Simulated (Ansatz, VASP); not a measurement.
## One calculation of BN, two programs

```xyz
2
Lattice="0.0000 1.7868 1.8126 1.7868 0.0000 1.8126 1.7868 1.7868 0.0000" Properties=species:S:1:pos:R:3 pbc="T T T"
B     0.0000    0.0000    0.0000
N     0.8934    0.8934    0.9063
```

Change from the starting cell: epitaxial_xy strain -1.0%.

Alike in both runs: task single point; functional PBE; k mesh 12 × 12 × 12; occupations fermi-dirac, width 0.02 eV; no spin polarisation.

|  | VASP | Ansatz |
| --- | --- | --- |
| version | VASP 6.6.1 | Ansatz 0.2.0 |
| potentials or method | VASP PAW PBE potentials, release 64 (B, N) | plane waves, PAW |
| plane-wave cutoff (eV) | 520 | 420 |
| valence electrons in the cell | 8 | 8 |

|  | VASP | Ansatz | Ansatz less VASP |
| --- | --- | --- | --- |
| gap on the k mesh at the Fermi level (eV) | 4.35 | 4.36 | +0.012 |
| pressure (GPa) | 11.4 | 11.1 | -0.34 |
| traceless stress, the component that is largest in VASP (GPa) | -6.11 | -6.11 | +0.003 |
